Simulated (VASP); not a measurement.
Write the native input for VASP 6.6.1 that does the following.

```yaml
Task: single point
Functional: PBE
Potentials_or_basis: VASP PAW PBE potentials, release 64 (Ga_d, O)
Cutoff: 520 eV
k_mesh: 20 × 20 × 20
Occupations: gaussian, width 0.1 eV
Spin: no spin polarisation
Dipole_correction: no
Further_INCAR_settings: ALGO = Normal; EDIFF = 1e-06; NBANDS = 16
```

The structure of GaO lies in POSCAR:

```
GaO
1.0
    2.8335692368      0.0000000000      0.0000000000
    0.0000000000      2.8335692368      0.0000000000
    0.0000000000      0.0000000000      2.8335692368
Ga O
1 1
Direct
    0.5000000000      0.5000000000      0.5000000000
    0.0000000000      0.0000000000      0.0000000000
```

One way to write it, as run:

INCAR

```
ALGO = Normal
EDIFF = 1E-6
ENCUT = 520
GGA = PE
ISIF = 2
ISMEAR = 0
LASPH = True
LCHARG = False
LREAL = False
LWAVE = False
NBANDS = 16
NELM = 100
PREC = Accurate
SIGMA = 0.1
```

KPOINTS

```
k-points
0
Gamma
  20 20 20
```

Potentials or basis: VASP PAW PBE potentials, release 64 (Ga_d, O).

Launch:

```sh
$ cat potpaw_PBE.64/Ga_d/POTCAR potpaw_PBE.64/O/POTCAR > POTCAR
$ mpirun -np 1 vasp_std > vasp.out
```

Results of the run:

```yaml
Pressure: 0.3 GPa
```

Caveat: an odd number of electrons without spin polarisation forces a metal; a magnetic or distorted state may lie lower.

Wall time 57 s on 1 thread of Intel(R) Xeon(R) Platinum 8259CL CPU @ 2.50GHz (Skylake/Cascade Lake), on a shared host, peak memory 0.22 GiB.
